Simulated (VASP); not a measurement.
# S (R-3m) in VASP: relaxation of cell and atoms with PBE

Aim: the relaxation of cell and atoms of S with PBE.

All numbers are computed with VASP 6.6.1; they aren't measurements. Logs are shortened: lines on timing, memory, paths and dates and some standing lists are left out, and cuts for length are marked.

## Step 1: The cell of the first run

The typed cell holds 2 atoms: a = 3.621 Å, b = 3.621 Å, c = 3.621 Å, α = 59.96°, β = 59.96°, γ = 59.96°.

This isn't the form of S at room conditions, which is orthorhombic, of S8 rings.

## Step 2: Relaxation of cell and atoms, PBE, target pressure 2.3 GPa, at which the enthalpy is minimised

INCAR

```
  ALGO = Normal
  EDIFF = 1E-7
  EDIFFG = -0.005
  ENCUT = 600
  GGA = PE
  IBRION = 2
  ISIF = 3
  ISMEAR = -1
  LASPH = True
  LCHARG = False
  LREAL = False
  LWAVE = False
  NELM = 100
  NSW = 32
  PREC = Accurate
  PSTRESS = 23.0
  SIGMA = 0.08
```

KPOINTS

```
k-points
0
Gamma
  13 13 13
```

POSCAR

```
S
1.0
    1.8091575748     -1.0445176128      2.9573361161
    0.0000000000      2.0890352256      2.9573361161
   -1.8091575748     -1.0445176128      2.9573361161
S
2
Direct
    0.2499998920      0.2499998920      0.2499998920
   -0.2499998920     -0.2499998920     -0.2499998920
```

Potentials or basis: VASP PAW PBE potentials, release 64 (S).

Started as:

```console
$ cat potpaw_PBE.64/S/POTCAR > POTCAR
$ mpirun -np 1 vasp_std > vasp.out
```

OUTCAR:

```text
EDIFF = 1E-7
   EDIFFG = -0.005
   ENCUT = 600
   GGA = PE
   IBRION = 2
   ISIF = 3
   ISMEAR = -1
   LASPH = True
   LREAL = False
   NELM = 100
   NSW = 32
   PREC = Accurate
   PSTRESS = 23.0

 ion  position               nearest neighbor table
   1  0.250  0.250  0.250-   2 2.56   2 2.56   2 2.56   2 2.56   2 2.56   2 2.56
   2  0.750  0.750  0.750-   1 2.56   1 2.56   1 2.56   1 2.56   1 2.56   1 2.56

  LATTYP: Found a trigonal (rhomboedric) cell.
 ALAT       =     3.6207602900
 COS(alpha) =     0.5006750833

  Lattice vectors:

 A1 = (   1.8091575748,  -1.0445176128,   2.9573361161)
 A2 = (   0.0000000000,   2.0890352256,   2.9573361161)
 A3 = (  -1.8091575748,  -1.0445176128,   2.9573361161)

Analysis of symmetry for initial positions (statically):
=====================================================================
 Subroutine PRICEL returns following result:

  LATTYP: Found a trigonal (rhomboedric) cell.
 ALAT       =     2.5593987053
 COS(alpha) =     0.0006746748

  Lattice vectors:

 A1 = (  -1.8091575748,  -1.0445176128,  -1.4786661417)
 A2 = (   0.0000000000,   2.0890352256,  -1.4786661417)
 A3 = (   1.8091575748,  -1.0445176128,  -1.4786699744)

   2 primitive cells build up your supercell.

 Routine SETGRP: Setting up the symmetry group for a
 trigonal (rhombohedral) supercell.

 Subroutine GETGRP returns: Found 12 space group operations
 (whereof 12 operations were pure point group operations)
 out of a pool of 12 trial point group operations.

The static configuration has the point symmetry D_3d.

Analysis of symmetry for dynamics (positions and initial velocities):
=====================================================================
 Subroutine PRICEL returns following result:

  LATTYP: Found a trigonal (rhomboedric) cell.
 ALAT       =     2.5593987053
 COS(alpha) =     0.0006746748

  Lattice vectors:

 A1 = (  -1.8091575748,  -1.0445176128,  -1.4786661417)
 A2 = (   0.0000000000,   2.0890352256,  -1.4786661417)
 A3 = (   1.8091575748,  -1.0445176128,  -1.4786699744)

   2 primitive cells build up your supercell.

 Routine SETGRP: Setting up the symmetry group for a
 trigonal (rhombohedral) supercell.

 Subroutine GETGRP returns: Found 12 space group operations
 (whereof 12 operations were pure point group operations)
 out of a pool of 12 trial point group operations.

The dynamic configuration has the point symmetry D_3d.

 Subroutine INISYM returns: Found 12 space group operations
 (whereof 12 operations are pure point group operations),
 and found     2 'primitive' translations

----------------------------------------------------------------------------------------

                                     Primitive cell

  volume of cell :      16.7654

  direct lattice vectors                    reciprocal lattice vectors
    -1.809157575 -1.044517613 -1.478666142    -0.276371964 -0.159563152 -0.225428199
     0.000000000  2.089035226 -1.478666142    -0.000000239  0.319126718 -0.225428199
     1.809157575 -1.044517613 -1.478669974     0.276371486 -0.159563152 -0.225428199

  length of vectors
     2.559398705  2.559398705  2.559400920     0.390716950  0.390716950  0.390716612

  position of ions in fractional coordinates (direct lattice)
     0.500000000  0.500000000  0.500000000

  ion indices of the primitive-cell ions
   primitive index   ion index
                 1           1

----------------------------------------------------------------------------------------

 KPOINTS: k-points

Automatic generation of k-mesh.
 Grid dimensions read from file:
 generate k-points for:   13   13   13

 Generating k-lattice:

  Cartesian coordinates                     Fractional coordinates (reciprocal lattice)
     0.021259363 -0.012274099  0.008670312     0.076923077 -0.000000000 -0.000000000
     0.000000000  0.024548198  0.008670312    -0.000000000  0.076923077 -0.000000000
    -0.021259363 -0.012274099  0.008670312    -0.000000000 -0.000000000  0.076923077

  Length of vectors
     0.026034369  0.026034369  0.026034369

  Shift w.r.t. Gamma in fractional coordinates (k-lattice)
     0.000000000  0.000000000  0.000000000

 Subroutine IBZKPT returns following result:
 ===========================================

 Found    231 irreducible k-points:

 Following reciprocal coordinates:
            Coordinates               Weight
  0.000000  0.000000  0.000000      1.000000
  0.076923  0.000000 -0.000000      6.000000
  0.153846  0.000000  0.000000      6.000000
  0.230769  0.000000  0.000000      6.000000
  0.307692  0.000000  0.000000      6.000000
  0.384615  0.000000 -0.000000      6.000000
[... 16 lines left out ...]
  0.384615  0.153846  0.000000     12.000000
  0.461538  0.153846  0.000000     12.000000
 [... further k-points ...]
   k-points           NKPTS =    231   k-points in BZ     NKDIM =    231   number of bands    NBANDS=     10
   number of dos      NEDOS =    301   number of ions     NIONS =      2
   total plane-waves  NPLWV =  27000
   dimension x,y,z NGX =    30 NGY =   30 NGZ =   30
   dimension x,y,z NGXF=    60 NGYF=   60 NGZF=   60
   ions per type =               2
   NGX,Y,Z   is equivalent  to a cutoff of  13.77, 13.77, 13.77 a.u.
   NGXF,Y,Z  is equivalent  to a cutoff of  27.55, 27.55, 27.55 a.u.
 SYSTEM =  unknown system
   PREC   = accura    normal or accurate (medium, high low for compatibility)
   ISTART =      0    job   : 0-new  1-cont  2-samecut
   ICHARG =      2    charge: 1-file 2-atom 10-const
   ISPIN  =      1    spin polarized calculation?
   LNONCOLLINEAR =      F non collinear calculations
   LSORBIT =      F    spin-orbit coupling
   LASPH  =      T    aspherical Exc in radial PAW
   ENCUT  =  600.0 eV  44.10 Ry    6.64 a.u.   7.23  7.23  7.23*2*pi/ulx,y,z
   NELM   =    100;   NELMIN=  2; NELMDL= -5     # of ELM steps
   EDIFF  = 0.1E-06   stopping-criterion for ELM
   LREAL  =      F    real-space projection
   EDIFFG = -.5E-02   stopping-criterion for IOM
   NSW    =     32    number of steps for IOM
   IBRION =      2    ionic relax: 0-MD 1-quasi-New 2-CG
   NFREE  =      1    steps in history (QN), initial steepest desc. (CG)
   ISIF   =      3    stress and relaxation
   ISYM   =      2    0-nonsym 1-usesym 2-fastsym
   POTIM  = 0.5000    time-step for ionic-motion
   TEBEG  =    0.0;   TEEND  =   0.0 temperature during run
   PSTRESS=   23.0 pullay stress
   NELECT =      12.0000    total number of electrons
   NUPDOWN=      -1.0000    fix difference up-down
   EMIN   =  10.00;   EMAX   =-10.00  energy-range for DOS
   EFERMI =   0.00;   METHOD = LEGACY
   ISMEAR =    -1;   SIGMA  =   0.08  broadening in eV -4-tet -1-fermi 0-gaus
   EFERMI_NEDOS =   21; number of points for ismear=-14 and -15
   IALGO  =     38    algorithm
   IMIX   =      4    mixing-type and parameters
     AMIX     =   0.40;   BMIX     =  1.00
     AMIX_MAG =   1.60;   BMIX_MAG =  1.00
  volume/ion in A,a.u.               =      16.77       113.14
  Fermi-wavevector in a.u.,A,eV,Ry     =   1.162306  2.196440 18.380868  1.350956
  Thomas-Fermi vector in A             =   2.298869
   LORBIT       =      0    0 simple, 1 ext, 2 COOP (PROOUT), +10 PAW based schemes
   GGA     = PE    functional components
   LHFCALC =     F    Hartree Fock is set to
   AEXX    =    0.0000 exact exchange contribution
   IVDW    =     0    specifies the selected vdW correction
   LEPSILON=     F    determine dielectric tensor
   LRPA    =     F    only Hartree local field effects (RPA)
 conjugate gradient relaxation of ions
 non-spin polarized calculation
  energy-cutoff  :      600.00
  volume of cell :       33.53
 maximum number of plane-waves:      1139
 NGX is ok and might be reduce to    30
   NGX = 15   NGY = 15   NGZ = 15

--------------------------------------- Ionic step        1  -------------------------------------------

 number of electron      12.0000002 magnetization

 Free energy of the ion-electron system (eV)
  ---------------------------------------------------
  ext. energy  EPLUGINS =         0.00000000
  ---------------------------------------------------
  free energy    TOTEN  =        -7.02591393 eV

  energy without entropy =       -7.00871149  energy(sigma->0) =       -7.01731271

------------------------ aborting loop because EDIFF is reached ----------------------------------------

  FORCE on cell =-STRESS in cart. coord.  units (eV):
  Direction    XX          YY          ZZ          XY          YZ          ZX
  --------------------------------------------------------------------------------------
  -------------------------------------------------------------------------------------
  Total        0.4612141      0.4612141      0.4549472     -0.0000000      0.0000000      0.0000000
  in kB       22.0378434     22.0378434     21.7383960     -0.0000000      0.0000000      0.0000000
  external PRESSURE =      -1.0619724 kB  Pullay stress =      23.0000000 kB
[... 61 lines left out ...]
  enthalpy is  TOTEN    =        -6.5445749068 eV   P V=        0.4805766698

--------------------------------------- Ionic step        3  -------------------------------------------

 number of electron      12.0000002 magnetization

 Free energy of the ion-electron system (eV)
  ---------------------------------------------------
  ext. energy  EPLUGINS =         0.00000000
  ---------------------------------------------------
  free energy    TOTEN  =        -7.02536579 eV

  energy without entropy =       -7.00818498  energy(sigma->0) =       -7.01677539

 E-fermi :   7.3597     XC(G=0): -10.6835

 val. band max:        7.3451277727   @ k =   0.3077   0.3077   0.2308
 cond. band min:       7.3912214018   @ k =  -0.0769   0.2308   0.0769
 fundamental gap:      0.0460936292
 Fermi energy:         7.3597475751

 k-point     1 :       0.0000    0.0000    0.0000
  band No.  band energies     occupation
      1      -9.8796      2.00000
      2      -1.1027      2.00000
      3       3.4542      2.00000
      4       3.4654      2.00000
      5       3.4654      2.00000
      6       8.8769      0.00000
      7       8.8769      0.00000
      8       8.8823      0.00000
      9      12.9965      0.00000
     10      13.0072      0.00000
[... 287 lines left out ...]
 k-point    24 :       0.4615    0.1538    0.0000
  band No.  band energies     occupation
      1      -7.4570      2.00000
      2      -5.3700      2.00000
      3       2.4529      2.00000
      4       2.8626      2.00000
      5       3.2405      2.00000
      6       7.0438      1.96220
      7       7.6744      0.03840
      8       7.7156      0.02314
      9      13.7515      0.00000
     10      18.2799      0.00000

 [... further k-points ...]

------------------------ aborting loop because EDIFF is reached ----------------------------------------

  FORCE on cell =-STRESS in cart. coord.  units (eV):
  Direction    XX          YY          ZZ          XY          YZ          ZX
  --------------------------------------------------------------------------------------
  -------------------------------------------------------------------------------------
  Total        0.4833632      0.4833632      0.4778167      0.0000000     -0.0000000     -0.0000000
  in kB       23.1231499     23.1231499     22.8578149      0.0000000     -0.0000000     -0.0000000
  external PRESSURE =       0.0347049 kB  Pullay stress =      23.0000000 kB
[... 17 lines left out ...]
  FREE ENERGIE OF THE ION-ELECTRON SYSTEM (eV)
  ---------------------------------------------------
  free  energy   TOTEN  =        -7.0253657912 eV

  energy  without entropy=       -7.0081849804  energy(sigma->0) =       -7.01677539

  enthalpy is  TOTEN    =        -6.5445768928 eV   P V=        0.4807888984

 reached required accuracy - stopping structural energy minimisation
```

Wall time 3 min (1 thread of AMD EPYC 7R43 (Zen 3), shared host); peak memory 0.18 GiB.

Results:

```yaml
Free_energy: -7.0254 eV
Relaxed_volume: 16.75 Å³/atom
Relaxed_cell: a = 3.619 Å, b = 3.619 Å, c = 3.619 Å, α = 59.96°, β = 59.96°, γ = 59.96°
Space_group_after_relaxing_to_0.1_Å: Pm-3m (No. 221)
Energy_change_on_relaxing_the_run_minimises_the_enthalpy: +0.3 meV/atom
Ionic_steps: 3
Pressure_after_relaxing: 2.3 GPa
Band_gap_on_the_k_mesh: zero (bands 6 and 7 overlap by 4.73 eV)
```

The path:
| step | energy change (eV) | largest force (eV/Å) | pressure (GPa) | volume (Å³) |
| --- | --- | --- | --- | --- |
| 1 | 0.0000 | 0.0000 | 2.19 | 33.53 |
| 2 | 0.0008 | 0.0000 | 2.34 | 33.48 |
| 3 | 0.0005 | 0.0000 | 2.30 | 33.49 |

Final structure:
```cif
data_structure
_symmetry_space_group_name_H-M 'P 1'
_symmetry_Int_Tables_number 1
_cell_length_a 3.6192
_cell_length_b 3.6192
_cell_length_c 3.6192
_cell_angle_alpha 59.960
_cell_angle_beta 59.960
_cell_angle_gamma 59.960
_cell_volume 33.49
loop_
_atom_site_label
_atom_site_type_symbol
_atom_site_fract_x
_atom_site_fract_y
_atom_site_fract_z
_atom_site_occupancy
S1 S 0.25000 0.25000 0.25000 1
S2 S 0.75000 0.75000 0.75000 1
```

Caveat: the cell is relaxed towards a set pressure, so the run minimises the enthalpy, not the energy.

The gap in the log of VASP goes by the Fermi energy; the results here count the filled bands.